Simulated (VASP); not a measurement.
Set up this calculation in VASP 6.6.1, as the native input.

* Task: single point
* Functional: LDA
* Potentials or basis: VASP PAW LDA potentials, release 64 (Ti_sv)
* Cutoff: 520 eV
* k mesh: 10 × 10 × 6
* Occupations: fermi-dirac, width 0.05 eV
* Spin: no spin polarisation
* Dipole correction: no
* Further INCAR settings: ALGO = Normal; EDIFF = 1e-06; NBANDS = 19

The structure of Ti lies in POSCAR:

```
Ti
1.0
    2.9695369932      0.0000000000      0.0000000000
   -1.4847684966      2.5716944736      0.0000000000
    0.0000000000      0.0000000000      4.7109942807
Ti
2
Direct
    0.6666666667      0.3333333333      0.7500000000
    0.3333333333      0.6666666667      0.2500000000
```

These files were run (other wordings do the same):

INCAR

```
PREC = Accurate
ENCUT = 520
EDIFF = 1E-6
ISMEAR = -1
SIGMA = 0.05
LREAL = False
LASPH = True
NELM = 100
ALGO = Normal
ISIF = 2
LWAVE = False
LCHARG = True
LELF = True
LVHAR = True
NBANDS = 19
```

KPOINTS

```
Automatic mesh
0
Gamma
  10 10 6
```

Potentials or basis: VASP PAW LDA potentials, release 64 (Ti_sv).

Launch:

```bash
$ cat potpaw_LDA.64/Ti_sv/POTCAR > POTCAR
$ mpirun -np 1 vasp_std > vasp.out
```

Results of the run:

```
Pressure               : -11.5 GPa
Band gap on the k mesh : zero (bands 12 and 13 overlap by 0.93 eV)
```

Caveat: the cell stands under tension.

Run time: 43 s on 1 thread of Intel(R) Xeon(R) Platinum 8375C CPU @ 2.90GHz (Ice Lake), with other jobs on the host, peak memory 0.15 GiB.
